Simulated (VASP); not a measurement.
# Sr4Er: relaxation of cell and atoms with PBE

Crystal: Sr4Er.

```
Sr Er
1.0
     6.44390    0.00000    0.00000
     0.00000    6.44390    0.00000
     0.00000    0.00000    6.44390
Sr Er
4 1
Direct
  0.28927 0.28927 0.28927
  0.71073 0.71073 0.28927
  0.28927 0.71073 0.71073
  0.71073 0.28927 0.71073
  0.00000 0.00000 0.00000
```

The cell was built from a structure type or drawn by symmetry, and may not be a known phase.

```json
{
 "Program": "VASP 6.6.1",
 "Task": "relaxation of cell and atoms",
 "Functional": "PBE",
 "Potentials or basis": "VASP PAW PBE potentials, release 64 (Sr_sv, Er_3), 4f in core",
 "Cutoff": "500 eV",
 "k mesh": "6 × 6 × 6",
 "Occupations": "gaussian, width 0.1 eV",
 "Spin": "no spin polarisation",
 "Dipole correction": "no",
 "Mended": "yes",
 "Further INCAR settings": "ALGO = Normal; EDIFF = 1e-07; IBRION = 2; EDIFFG = -0.01; NSW = 100; ISIF = 3"
}
```

* Relaxed volume: 56.72 Å³/atom
* Relaxed cell: a = 6.570 Å, b = 6.570 Å, c = 6.570 Å, α = 90.00°, β = 90.00°, γ = 90.00°
* Space group after relaxing (to 0.1 Å): P-43m (No. 215)
* Energy gained by relaxing: 4.6 meV/atom
* Ionic steps: 6
* Pressure after relaxing: 0.0 GPa
* Band gap on the k mesh: zero (an odd number of electrons rules out a gap without spin polarisation)

Step by step:
```tsv
step	energy change (eV)	largest force (eV/Å)	pressure (GPa)	volume (Å³)
1	0.0000	0.0208	0.48	267.57
2	-0.0146	0.0289	0.27	273.80
3	-0.0226	0.0418	-0.02	284.14
4	-0.0226	0.0405	0.00	283.40
5	-0.0229	0.0277	0.00	283.47
6	-0.0232	0.0005	0.00	283.62
```

Final structure:
```cif
data_structure
_symmetry_space_group_name_H-M 'P 1'
_symmetry_Int_Tables_number 1
_cell_length_a 6.5702
_cell_length_b 6.5702
_cell_length_c 6.5702
_cell_angle_alpha 90.000
_cell_angle_beta 90.000
_cell_angle_gamma 90.000
_cell_volume 283.62
loop_
_atom_site_label
_atom_site_type_symbol
_atom_site_fract_x
_atom_site_fract_y
_atom_site_fract_z
_atom_site_occupancy
Sr1 Sr 0.29021 0.29021 0.29021 1
Sr2 Sr 0.70979 0.70979 0.29021 1
Sr3 Sr 0.29021 0.70979 0.70979 1
Sr4 Sr 0.70979 0.29021 0.70979 1
Er1 Er 0.00000 0.00000 0.00000 1
```

Levels at points of the mesh, in eV from the Fermi level:
```tsv
k point	band 21	band 22	band 23	band 24	band 25	band 26	band 27	band 28	band 29
(0.00, 0.00, 0.00)	-0.39	-0.39	-0.39	-0.20	-0.20	0.03	0.34	0.78	0.78
(0.50, 0.00, 0.00)	-2.24	-0.17	-0.13	-0.13	-0.09	0.19	0.51	0.78	1.06
(0.50, 0.50, 0.00)	-1.64	-1.10	-1.10	-0.04	0.40	0.40	0.40	0.79	1.02
(0.50, 0.50, 0.50)	-0.80	-0.80	-0.80	-0.50	-0.16	-0.16	-0.16	0.65	0.65
```

Wall time 14 min on 1 thread of Intel(R) Xeon(R) 6975P-C (Granite Rapids) (shared host), peak memory 0.41 GiB.

Caveat: spin-orbit coupling is left out, which moves the levels of the heavy elements; the 4f electrons are frozen in the core, so they carry no moment and show no levels. Spin polarisation is off, so any magnetic state and its effect on volume and gap are missing.
